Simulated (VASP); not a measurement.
A run of VASP 6.6.1 is set up as follows.

INCAR

```
ALGO = Normal
EDIFF = 1E-8
ENCUT = 520
GGA = PE
ISIF = 2
ISMEAR = -1
LASPH = T
LCHARG = F
LEFG = T
LREAL = F
LWAVE = F
NBANDS = 19
NELM = 80
PREC = Accurate
SIGMA = 0.05
```

Contents of KPOINTS:

```
k-points
0
Gamma
  8 8 8
```

Contents of POSCAR:

```
Hg
1.0
    0.0000000000      3.3303445432      3.3303445432
    3.3303445432      0.0000000000      3.3303445432
    3.3303445432      3.3303445432      0.0000000000
Hg
2
Direct
   -0.2375000000     -0.0875000000     -0.0875000000
    0.2375000000      0.0875000000      0.0875000000
```

Potentials or basis: VASP PAW PBE potentials, release 64 (Hg).

Launch:

```sh
$ cat potpaw_PBE.64/Hg/POTCAR > POTCAR
$ mpirun -np 1 vasp_std > vasp.out
```

Predict the band gap on the k mesh.

zero (bands 12 and 13 overlap by 3.39 eV).

What does it give for the largest force?

24.729 eV/Å.

What does it give for the pressure?

33.7 GPa.

Forces on the atoms (eV/Å):
```
Hg  -14.277  14.277  14.277
Hg   14.277 -14.277 -14.277
```

Caveat: the cell differs from its parent crystal (shortest bond scaled by 0.7); the cell stands under pressure; without QUAD_EFG the Cq values of the log hold for a quadrupole moment of 1 mb, not for the nuclei; spin-orbit coupling is left out, which moves the levels of the heavy elements; forces of over 1 eV/Å act on the atoms, so gaps and moduli don't describe the material at rest.
